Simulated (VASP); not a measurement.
**BiTe: single point with PBEsol+D3(BJ)**

Crystal: BiTe.

```
Bi Te
1.0
     0.00000    3.15709    3.15709
     3.15709    0.00000    3.15709
     3.15709    3.15709    0.00000
Bi Te
1 1
Cartesian
  0.0000 0.0000 0.0000
  3.1571 3.1571 3.1571
```

| Property | Result |
| --- | --- |
| Program | VASP 6.6.1 |
| Task | single point |
| Functional | PBEsol |
| Dispersion | D3(BJ) |
| Potentials or basis | VASP PAW PBE potentials, release 64 (Bi_d, Te) |
| Cutoff | 520 eV |
| k mesh | 7 × 7 × 7 |
| Occupations | fermi-dirac, width 0.05 eV |
| Spin | no spin polarisation |
| Dipole correction | no |
| Further INCAR settings | ALGO = Normal; EDIFF = 1e-06; NBANDS = 18 |

```
Pressure                   : 0.0 GPa
Dispersion energy per atom : -0.479 eV
```

Levels at points of the mesh, in eV from the Fermi level:
| k point | band 8 | band 9 | band 10 | band 11 | band 12 | band 13 |
| --- | --- | --- | --- | --- | --- | --- |
| (0.00, 0.00, 0.00) | -2.78 | -2.78 | -2.78 | 2.26 | 2.26 | 2.26 |

Wall time 26 s on 1 thread of Intel(R) Xeon(R) Platinum 8175M CPU @ 2.50GHz (Skylake/Cascade Lake), on a shared host, peak memory 0.21 GiB.

Caveat: the PAW data sets were made with another functional, which shifts forces and pressure a little; spin-orbit coupling is left out, which moves the levels of the heavy elements; pairwise dispersion overbinds metals, which lowers pressure and volume.
